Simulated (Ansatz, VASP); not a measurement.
# PtS2: VASP beside Ansatz

```
Pt S
1.0
     3.70180    0.00000    0.00000
    -1.85090    3.20585    0.00000
     0.00000    0.00000    6.49664
Pt S
1 2
Direct
  0.00000 0.00000 0.00000
  0.33333 0.66667 0.17852
  0.66667 0.33333 0.82148
```

Alike in both runs: functional PBE; k mesh 9 × 9 × 4; occupations gaussian, width 0.05 eV; no spin polarisation.

Ansatz relaxed the structure, and its values are those at the end. VASP's run is a single point on that final structure, the one shown.

```csv
,VASP,Ansatz
version,VASP 6.6.1,Ansatz 0.2.0
potentials or method,"VASP PAW PBE potentials, release 64 (Pt, S), cutoff 520 eV","scalar-relativistic, plane waves, PAW"
valence electrons in the cell,22,30
```

```csv
,VASP,Ansatz,Ansatz less VASP
gap on the k mesh at the Fermi level (eV),1.35,1.35,+0.002
least direct gap on the mesh (eV),1.40,1.40,+0.001
pressure (GPa),-3.9,-3.6,+0.30
rms of the force components (eV/Å),0.014,0.000,-0.0141
```

VASP's potentials hold 22 valence electrons a cell and Ansatz's 30, so a difference there can come from the potentials and not from the codes. Ansatz's warnings: stress scf threshold loose.

Spin-orbit coupling is off throughout.
